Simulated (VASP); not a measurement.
# Ag (a cell with a defect) in VASP: single point with PBE

Aim: the single point of Ag (a cell with a defect) with PBE.

Program: VASP 6.6.1. These are calculated values, not measurements. Logs are shortened: lines on timing, memory, paths and dates and some standing lists are left out, and cuts for length are marked.

## Step 1: The cell of the first run

The cell holds a defect, 7 atoms: a = 5.778 Å, b = 5.778 Å, c = 5.778 Å, α = 60.00°, β = 60.00°, γ = 60.00°.

## Step 2: Single point, PBE

Contents of INCAR:

```
SYSTEM = Ag
ALGO = Normal
EDIFF = 1E-7
ENCUT = 520
GGA = PE
ISIF = 2
ISMEAR = -1
LASPH = .True.
LCHARG = .False.
LREAL = .False.
LWAVE = .False.
NBANDS = 48
NELM = 80
PREC = Accurate
SIGMA = 0.1
```

Contents of KPOINTS:

```
k-points
0
Gamma
  3 3 3
  0 0 0
```

Contents of POSCAR:

```
Ag
1.0
    0.0000000000      4.0855000000      4.0855000000
    4.0855000000      0.0000000000      4.0855000000
    4.0855000000      4.0855000000      0.0000000000
Ag
7
Direct
    0.0000000000      0.0000000000      0.2500000000
    0.0000000000      0.5000000000      0.0000000000
    0.0000000000      0.5000000000      0.5000000000
    0.5000000000      0.0000000000      0.0000000000
    0.5000000000      0.0000000000      0.5000000000
    0.5000000000      0.5000000000      0.0000000000
    0.5000000000      0.5000000000      0.5000000000
```

Potentials or basis: VASP PAW PBE potentials, release 64 (Ag).

Launch:

```console
$ cat potpaw_PBE.64/Ag/POTCAR > POTCAR
$ mpirun -np 1 vasp_std > vasp.out
```

OUTCAR:

```text
SYSTEM = Ag
   EDIFF = 1E-7
   ENCUT = 520
   GGA = PE
   ISIF = 2
   ISMEAR = -1
   LASPH = .True.
   LREAL = .False.
   NELM = 80
   PREC = Accurate

 ion  position               nearest neighbor table
   1  0.000  0.000  0.250-   2 2.50   4 2.50   3 2.50   5 2.50   7 3.23   6 3.23   6 3.23   7 3.23

   2  0.000  0.500  0.000-   1 2.50   6 2.89   3 2.89   7 2.89   3 2.89   4 2.89   4 2.89   6 2.89
                             7 2.89
   3  0.000  0.500  0.500-   1 2.50   2 2.89   7 2.89   2 2.89   6 2.89   5 2.89   5 2.89   6 2.89
                             7 2.89
   4  0.500  0.000  0.000-   1 2.50   6 2.89   5 2.89   7 2.89   2 2.89   6 2.89   7 2.89   5 2.89
                             2 2.89
   5  0.500  0.000  0.500-   1 2.50   4 2.89   7 2.89   4 2.89   6 2.89   3 2.89   6 2.89   7 2.89
                             3 2.89
   6  0.500  0.500  0.000-   2 2.89   4 2.89   7 2.89   3 2.89   5 2.89   7 2.89   4 2.89   5 2.89
                             2 2.89   3 2.89   1 3.23   1 3.23
   7  0.500  0.500  0.500-   3 2.89   5 2.89   6 2.89   2 2.89   4 2.89   6 2.89   4 2.89   5 2.89
                             2 2.89   3 2.89   1 3.23   1 3.23

  LATTYP: Found a face centered cubic cell.
 ALAT       =     8.1710000000

  Lattice vectors:

 A1 = (   0.0000000000,   4.0855000000,   4.0855000000)
 A2 = (   4.0855000000,   0.0000000000,   4.0855000000)
 A3 = (   4.0855000000,   4.0855000000,   0.0000000000)

Analysis of symmetry for initial positions (statically):
=====================================================================
 Subroutine PRICEL returns:
 Original cell was already a primitive cell.

 Routine SETGRP: Setting up the symmetry group for a
 face centered cubic supercell.

 Subroutine GETGRP returns: Found  8 space group operations
 (whereof  4 operations were pure point group operations)
 out of a pool of 48 trial point group operations.

The static configuration has the point symmetry C_2v.
 The point group associated with its full space group is D_2h.

Analysis of symmetry for dynamics (positions and initial velocities):
=====================================================================
 Subroutine PRICEL returns:
 Original cell was already a primitive cell.

 Routine SETGRP: Setting up the symmetry group for a
 face centered cubic supercell.

 Subroutine GETGRP returns: Found  8 space group operations
 (whereof  4 operations were pure point group operations)
 out of a pool of 48 trial point group operations.

The dynamic configuration has the point symmetry C_2v.
 The point group associated with its full space group is D_2h.

 Subroutine INISYM returns: Found  8 space group operations
 (whereof  4 operations are pure point group operations),
 and found     1 'primitive' translations

----------------------------------------------------------------------------------------

                                     Primitive cell

  volume of cell :     136.3847

  direct lattice vectors                    reciprocal lattice vectors
     0.000000000  4.085500000  4.085500000    -0.122384041  0.122384041  0.122384041
     4.085500000  0.000000000  4.085500000     0.122384041 -0.122384041  0.122384041
     4.085500000  4.085500000  0.000000000     0.122384041  0.122384041 -0.122384041

  length of vectors
     5.777769509  5.777769509  5.777769509     0.211975377  0.211975377  0.211975377

  position of ions in fractional coordinates (direct lattice)
     0.000000000  0.000000000  0.250000000
     0.000000000  0.500000000  0.000000000
     0.000000000  0.500000000  0.500000000
     0.500000000  0.000000000  0.000000000
     0.500000000  0.000000000  0.500000000
     0.500000000  0.500000000  0.000000000
     0.500000000  0.500000000  0.500000000

  ion indices of the primitive-cell ions
   primitive index   ion index
                 1           1
                 2           2
                 3           3
                 4           4
                 5           5
                 6           6
                 7           7

----------------------------------------------------------------------------------------

 KPOINTS: k-points

Automatic generation of k-mesh.
 Grid dimensions read from file:
 generate k-points for:    3    3    3

 Generating k-lattice:

  Cartesian coordinates                     Fractional coordinates (reciprocal lattice)
    -0.040794680  0.040794680  0.040794680     0.333333333  0.000000000  0.000000000
     0.040794680 -0.040794680  0.040794680     0.000000000  0.333333333  0.000000000
     0.040794680  0.040794680 -0.040794680     0.000000000  0.000000000  0.333333333

  Length of vectors
     0.070658459  0.070658459  0.070658459

  Shift w.r.t. Gamma in fractional coordinates (k-lattice)
     0.000000000  0.000000000  0.000000000

 Subroutine IBZKPT returns following result:
 ===========================================

 Found      8 irreducible k-points:

 Following reciprocal coordinates:
            Coordinates               Weight
  0.000000  0.000000  0.000000      1.000000
  0.333333  0.000000  0.000000      4.000000
  0.000000  0.000000  0.333333      4.000000
  0.333333  0.333333  0.000000      2.000000
  0.000000  0.333333  0.333333      4.000000
 -0.333333  0.333333  0.000000      2.000000
  0.000000 -0.333333  0.333333      8.000000
  0.333333  0.333333 -0.333333      2.000000
   k-points           NKPTS =      8   k-points in BZ     NKDIM =      8   number of bands    NBANDS=     48
   number of dos      NEDOS =    301   number of ions     NIONS =      7
   total plane-waves  NPLWV = 110592
   dimension x,y,z NGX =    48 NGY =   48 NGZ =   48
   dimension x,y,z NGXF=    96 NGYF=   96 NGZF=   96
   ions per type =               7
   NGX,Y,Z   is equivalent  to a cutoff of  13.81, 13.81, 13.81 a.u.
   NGXF,Y,Z  is equivalent  to a cutoff of  27.62, 27.62, 27.62 a.u.
 SYSTEM =  Ag
   PREC   = accura    normal or accurate (medium, high low for compatibility)
   ISTART =      0    job   : 0-new  1-cont  2-samecut
   ICHARG =      2    charge: 1-file 2-atom 10-const
   ISPIN  =      1    spin polarized calculation?
   LNONCOLLINEAR =      F non collinear calculations
   LSORBIT =      F    spin-orbit coupling
   LASPH  =      T    aspherical Exc in radial PAW
   ENCUT  =  520.0 eV  38.22 Ry    6.18 a.u.  10.74 10.74 10.74*2*pi/ulx,y,z
   NELM   =     80;   NELMIN=  2; NELMDL= -5     # of ELM steps
   EDIFF  = 0.1E-06   stopping-criterion for ELM
   LREAL  =      F    real-space projection
   EDIFFG = 0.1E-05   stopping-criterion for IOM
   NSW    =      0    number of steps for IOM
   IBRION =     -1    ionic relax: 0-MD 1-quasi-New 2-CG
   NFREE  =      0    steps in history (QN), initial steepest desc. (CG)
   ISIF   =      2    stress and relaxation
   ISYM   =      2    0-nonsym 1-usesym 2-fastsym
   POTIM  = 0.5000    time-step for ionic-motion
   TEBEG  =    0.0;   TEEND  =   0.0 temperature during run
   PSTRESS=    0.0 pullay stress
   NELECT =      77.0000    total number of electrons
   NUPDOWN=      -1.0000    fix difference up-down
   EMIN   =  10.00;   EMAX   =-10.00  energy-range for DOS
   EFERMI =   0.00;   METHOD = LEGACY
   ISMEAR =    -1;   SIGMA  =   0.10  broadening in eV -4-tet -1-fermi 0-gaus
   EFERMI_NEDOS =   21; number of points for ismear=-14 and -15
   IALGO  =     38    algorithm
   IMIX   =      4    mixing-type and parameters
     AMIX     =   0.40;   BMIX     =  1.00
     AMIX_MAG =   1.60;   BMIX_MAG =  1.00
  volume/ion in A,a.u.               =      19.48       131.48
  Fermi-wavevector in a.u.,A,eV,Ry     =   1.353058  2.556910 24.909096  1.830767
  Thomas-Fermi vector in A             =   2.480345
   LORBIT       =      0    0 simple, 1 ext, 2 COOP (PROOUT), +10 PAW based schemes
   GGA     = PE    functional components
[... 5 lines left out ...]
 non-spin polarized calculation
  energy-cutoff  :      520.00
  volume of cell :      136.38
 maximum number of plane-waves:      3695
 NGX is ok and might be reduce to    48
   NGX = 21   NGY = 21   NGZ = 21

 number of electron      76.9999992 magnetization

 Free energy of the ion-electron system (eV)
  ---------------------------------------------------
  ext. energy  EPLUGINS =         0.00000000
  ---------------------------------------------------
  free energy    TOTEN  =       -16.70259187 eV

  energy without entropy =      -16.55111561  energy(sigma->0) =      -16.62685374

 E-fermi :   6.9753     XC(G=0): -11.2848

 val. band max:        6.9027635346   @ k =   0.0000  -0.3333   0.3333
 cond. band min:       7.0435783620   @ k =   0.0000  -0.3333   0.3333
 fundamental gap:      0.1408148274
 Fermi energy:         6.9752988847

 k-point     1 :       0.0000    0.0000    0.0000
  band No.  band energies     occupation
      1      -0.3722      2.00000
      2       0.4019      2.00000
      3       0.5180      2.00000
      4       0.7257      2.00000
      5       0.7620      2.00000
      6       0.8368      2.00000
[... 40 lines left out ...]
     47      11.4224      0.00000
     48      12.7737      0.00000

 k-point     2 :       0.3333    0.0000    0.0000
  band No.  band energies     occupation
      1       0.2926      2.00000
      2       0.6878      2.00000
      3       0.8087      2.00000
      4       0.9034      2.00000
      5       0.9309      2.00000
      6       0.9434      2.00000
[... 40 lines left out ...]
     47      14.8350      0.00000
     48      15.0577      0.00000

 k-point     3 :       0.0000    0.0000    0.3333
  band No.  band energies     occupation
      1       0.2952      2.00000
      2       0.5689      2.00000
      3       0.7455      2.00000
      4       0.9246      2.00000
      5       0.9604      2.00000
      6       1.1381      2.00000
[... 40 lines left out ...]
     47      14.3299      0.00000
     48      15.1938      0.00000

 k-point     4 :       0.3333    0.3333    0.0000
  band No.  band energies     occupation
      1       0.5291      2.00000
      2       0.6236      2.00000
      3       0.9589      2.00000
      4       0.9709      2.00000
      5       0.9798      2.00000
      6       1.0775      2.00000
[... 40 lines left out ...]
     47      13.6303      0.00000
     48      13.7554      0.00000

 k-point     5 :       0.0000    0.3333    0.3333
  band No.  band energies     occupation
      1       0.5401      2.00000
      2       0.7217      2.00000
      3       0.9425      2.00000
      4       0.9961      2.00000
      5       1.0133      2.00000
      6       1.1457      2.00000
[... 40 lines left out ...]
     47      13.5946      0.00000
     48      13.7371      0.00000

 k-point     6 :      -0.3333    0.3333    0.0000
  band No.  band energies     occupation
      1       0.8192      2.00000
      2       0.9409      2.00000
      3       0.9655      2.00000
      4       1.0462      2.00000
      5       1.1860      2.00000
      6       1.2819      2.00000
[... 40 lines left out ...]
     47      14.8086      0.00000
     48      16.0438      0.00000

 k-point     7 :       0.0000   -0.3333    0.3333
  band No.  band energies     occupation
      1       0.7779      2.00000
      2       0.8962      2.00000
      3       0.9633      2.00000
      4       1.0681      2.00000
      5       1.1953      2.00000
      6       1.2851      2.00000
[... 40 lines left out ...]
     47      14.2257      0.00000
     48      16.5910      0.00000

 k-point     8 :       0.3333    0.3333   -0.3333
  band No.  band energies     occupation
      1       0.5783      2.00000
      2       1.0037      2.00000
      3       1.0223      2.00000
      4       1.0833      2.00000
      5       1.2155      2.00000
      6       1.2717      2.00000
[... 40 lines left out ...]
     47      14.6139      0.00000
     48      16.6215      0.00000

------------------------ aborting loop because EDIFF is reached ----------------------------------------

  FORCE on cell =-STRESS in cart. coord.  units (eV):
  Direction    XX          YY          ZZ          XY          YZ          ZX
  --------------------------------------------------------------------------------------
  -------------------------------------------------------------------------------------
  Total        2.1194551      2.1194551     10.9035581     -2.8159556      0.0000000      0.0000000
  in kB       24.8982695     24.8982695    128.0893976    -33.0803996      0.0000000      0.0000000
  external PRESSURE =      59.2953122 kB  Pullay stress =       0.0000000 kB

 VOLUME and BASIS-vectors are now :
 -----------------------------------------------------------------------------
  energy-cutoff  :      520.00
  volume of cell :      136.38
      direct lattice vectors                 reciprocal lattice vectors
     0.000000000  4.085500000  4.085500000    -0.122384041  0.122384041  0.122384041
     4.085500000  0.000000000  4.085500000     0.122384041 -0.122384041  0.122384041
     4.085500000  4.085500000  0.000000000     0.122384041  0.122384041 -0.122384041

 POSITION                                       TOTAL-FORCE (eV/Angst)
 -----------------------------------------------------------------------------------
      1.02137      1.02137      0.00000         0.000000      0.000000     -0.000000
      2.04275      0.00000      2.04275         0.626060     -0.626060      1.426681
      4.08550      2.04275      2.04275        -0.626060      0.626060     -1.426681
      0.00000      2.04275      2.04275        -0.626060      0.626060      1.426681
      2.04275      4.08550      2.04275         0.626060     -0.626060     -1.426681
      2.04275      2.04275      4.08550         0.007638      0.007638     -0.000000
      4.08550      4.08550      4.08550        -0.007638     -0.007638     -0.000000
 -----------------------------------------------------------------------------------
    total drift:                                0.000000      0.000000      0.000000

  FREE ENERGIE OF THE ION-ELECTRON SYSTEM (eV)
  ---------------------------------------------------
  free  energy   TOTEN  =       -16.7025918652 eV

  energy  without entropy=      -16.5511156129  energy(sigma->0) =      -16.62685374
```

It took 54 s on 1 thread of AMD EPYC 9R14 (Zen 4), shared host; peak memory 0.29 GiB.

What came out:

- Free energy: -16.7026 eV
- Pressure: 5.9 GPa
- Largest force: 1.679 eV/Å

Forces in eV/Å, atoms in the order of the input:
```
Ag   0.000  0.000  0.000
Ag   0.626 -0.626  1.427
Ag  -0.626  0.626 -1.427
Ag  -0.626  0.626  1.427
Ag   0.626 -0.626 -1.427
Ag   0.008  0.008  0.000
Ag  -0.008 -0.008  0.000
```

Levels at points of the mesh, in eV from the Fermi level:
```
           k point  band 36  band 37  band 38  band 39  band 40  band 41
(0.00, 0.00, 0.00)    -2.59    -0.10     0.34     0.34     0.66     2.07
```

Caveat: the k points lie up to 0.44 Å⁻¹ apart.
